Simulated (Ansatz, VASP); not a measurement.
# One calculation of AlNi, two programs

```
CELL_PARAMETERS angstrom
2.88100 0.00000 0.00000
0.00000 2.88100 0.00000
0.00000 0.00000 2.90981
ATOMIC_POSITIONS crystal
Ni 0.50000 0.50000 0.50000
Al 0.00000 0.00000 0.00000
```

Alike in both runs: functional PBEsol; k mesh 8 × 8 × 8; occupations fermi-dirac, width 0.05 eV; collinear spin.

|  | VASP | Ansatz |
| --- | --- | --- |
| version | VASP 6.6.1 | Ansatz 0.2.0 |
| potentials or method | VASP PAW PBE potentials, release 64 (Ni, Al) | Ansatz PAW |
| plane-wave cutoff (eV) | 520 | 420 |
| valence electrons in the cell | 13 | 21 |
| task | single point | band structure |

VASP gave:

- gap on the k mesh at the Fermi level (eV): none
- pressure (GPa): -4.5
- traceless stress, the component that is largest in VASP (GPa): -0.24
- net moment per atom (μB): 0.00

Q: Which values does Ansatz return?

A: gap on the k mesh at the Fermi level (eV): none; pressure (GPa): -4.7; traceless stress, the component that is largest in VASP (GPa): -0.23; net moment per atom (μB): 0.00.

VASP's potentials were made for PBE, not for PBEsol. A gap of «none» marks a metal or a gap that the smearing closes. VASP's potentials hold 13 valence electrons a cell and Ansatz's 21, so a difference there can come from the potentials and not from the codes.
